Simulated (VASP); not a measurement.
Crystal: TaF3.

```
CELL_PARAMETERS angstrom
3.90120 0.00000 0.00000
0.00000 3.90120 0.00000
0.00000 0.00000 3.90120
ATOMIC_POSITIONS crystal
Ta 0.00000 0.00000 0.00000
F 0.00000 0.00000 0.50000
F 0.00000 0.50000 0.00000
F 0.50000 0.00000 0.00000
```

| Item | Value |
| --- | --- |
| Program | VASP 6.6.1 |
| Task | relaxation of cell and atoms |
| Functional | PBE |
| Potentials or basis | VASP PAW PBE potentials, release 64 (Ta_sv_GW, F) |
| Cutoff | 700 eV |
| k mesh | 7 × 7 × 7 |
| Occupations | fermi-dirac, width 0.05 eV |
| Spin | no spin polarisation |
| Hubbard terms | Ta d U = 2.0 eV |

At the start: pressure 28.1 GPa; volume 14.84 Å³/atom.

Question: How do energy, volume and symmetry change on relaxing?

Answer: Over 4 steps the energy falls by 218.0 meV/atom and the volume is 17.79 Å³/atom (+19.8 %); space group Pm-3m (No. 221, to 0.1 Å) before and after.

The path:
| step | energy change (eV) | largest force (eV/Å) | pressure (GPa) | volume (Å³) |
| --- | --- | --- | --- | --- |
| 1 | 0.0000 | 0.0000 | 28.08 | 59.37 |
| 2 | -0.2809 | 0.0000 | -11.93 | 84.66 |
| 3 | -0.8718 | 0.0000 | -0.38 | 71.41 |
| 4 | -0.8721 | 0.0000 | -0.02 | 71.15 |

Final structure:
```yaml
crystal:
  lattice:
    - [4.14382, 0.00000, 0.00000]
    - [0.00000, 4.14382, 0.00000]
    - [0.00000, 0.00000, 4.14382]
  atoms:
    - { symbol: Ta, position: [0.00000, 0.00000, 0.00000] }
    - { symbol: F, position: [0.00000, 0.00000, 0.50000] }
    - { symbol: F, position: [0.00000, 0.50000, 0.00000] }
    - { symbol: F, position: [0.50000, 0.00000, 0.00000] }
```

Caveat: the volume moved by over 15 % at a fixed basis, so the end points are rough; U without spin polarisation on a metal has little footing.
